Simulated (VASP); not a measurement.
Write the native input for VASP 6.6.1 that does the following.

- Task: single point
- Functional: r2SCAN
- Potentials or basis: VASP PAW PBE potentials, release 64 (B, As)
- Cutoff: 520 eV
- k mesh: 10 × 10 × 10
- Occupations: gaussian, width 0.01 eV
- Spin: no spin polarisation
- Dipole correction: no
- Further INCAR settings: ALGO = Normal; EDIFF = 1e-06; NBANDS = 11

The system is BAs.

```
CELL_PARAMETERS angstrom
0.00000 2.39187 2.43970
2.39187 0.00000 2.43970
2.39187 2.39187 0.00000
ATOMIC_POSITIONS crystal
B 0.00000 0.00000 0.00000
As 0.25000 0.25000 0.25000
```

This cell differs from its parent crystal: uniaxial z strain +2.0%.

These files were run (other wordings do the same):

POSCAR

```
BAs
1.0
    0.0000000000      2.3918676041      2.4397049562
    2.3918676041      0.0000000000      2.4397049562
    2.3918676041      2.3918676041      0.0000000000
B As
1 1
Direct
    0.0000000000      0.0000000000      0.0000000000
    0.2500000000      0.2500000000      0.2500000000
```

INCAR.step1

```
PREC = Accurate
ENCUT = 520
ISMEAR = 0
SIGMA = 0.01
LREAL = False
LASPH = True
NELM = 100
NBANDS = 11
GGA = PE
ALGO = Normal
EDIFF = 1E-4
LWAVE = True
LCHARG = False
```

INCAR.step2

```
PREC = Accurate
ENCUT = 520
EDIFF = 1E-6
ISMEAR = 0
SIGMA = 0.01
LREAL = False
LASPH = True
NELM = 100
ALGO = Normal
ISIF = 2
LWAVE = False
LCHARG = True
METAGGA = R2SCAN
LMIXTAU = True
LELF = True
LVHAR = True
NBANDS = 11
ISTART = 1
```

KPOINTS

```
regular mesh
0
Gamma
  10 10 10
```

Potentials or basis: VASP PAW PBE potentials, release 64 (B, As).

Command:

```bash
$ cat potpaw_PBE.64/B/POTCAR potpaw_PBE.64/As/POTCAR > POTCAR
$ cp INCAR.step1 INCAR
$ mpirun -np 1 vasp_std > vasp.out
$ cp INCAR.step2 INCAR
$ mpirun -np 1 vasp_std > vasp.out
```

Results of the run:

- Pressure: -2.5 GPa
- Band gap on the k mesh: 1.24 eV, indirect (least direct gap 3.31 eV)

Caveat: the cell differs from its parent crystal (uniaxial z strain +2.0%); the PAW data sets were made with another functional, which shifts forces and pressure a little.

It took 3.6 min on 1 thread of AMD EPYC 7R43 64-Core Processor (Zen 3), with other jobs on the host, peak memory 0.15 GiB.
